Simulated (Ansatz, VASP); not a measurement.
Two plane-wave programs on AlNi

```xyz
2
Lattice="2.0549 -2.0548 0.0000 2.0549 2.0548 0.0000 0.0000 0.0000 2.7924" Properties=species:S:1:pos:R:3 pbc="T T T"
Al    0.0000    0.0000    0.0000
Ni    2.0549    0.0000    1.3962
```

Alike in both runs: task single point; functional PBEsol; k mesh 16 × 16 × 16; occupations gaussian, width 0.15 eV; no spin polarisation.

|  | VASP | Ansatz |
| --- | --- | --- |
| version | VASP 6.6.1 | Ansatz 0.2.0 |
| potentials or method | VASP PAW PBE potentials, release 64 (Al, Ni), cutoff 520 eV | scalar-relativistic, plane waves, PAW |
| valence electrons in the cell | 13 | 21 |

|  | VASP | Ansatz | Ansatz less VASP |
| --- | --- | --- | --- |
| gap on the k mesh at the Fermi level (eV) | none | none | - |
| pressure (GPa) | -0.8 | -0.9 | -0.14 |
| traceless stress, the component that is largest in VASP (GPa) | 2.55 | 2.48 | -0.067 |

VASP's potentials were made for PBE, not for PBEsol, and Ansatz warns of the same on its side. A gap of «none» marks a metal or a gap that the smearing closes. The functional is the same, so the differences come from potentials, cutoffs and numerics. VASP's potentials hold 13 valence electrons a cell and Ansatz's 21, so a difference there can come from the potentials and not from the codes. Ansatz's warnings: near symmetry operations not taken.
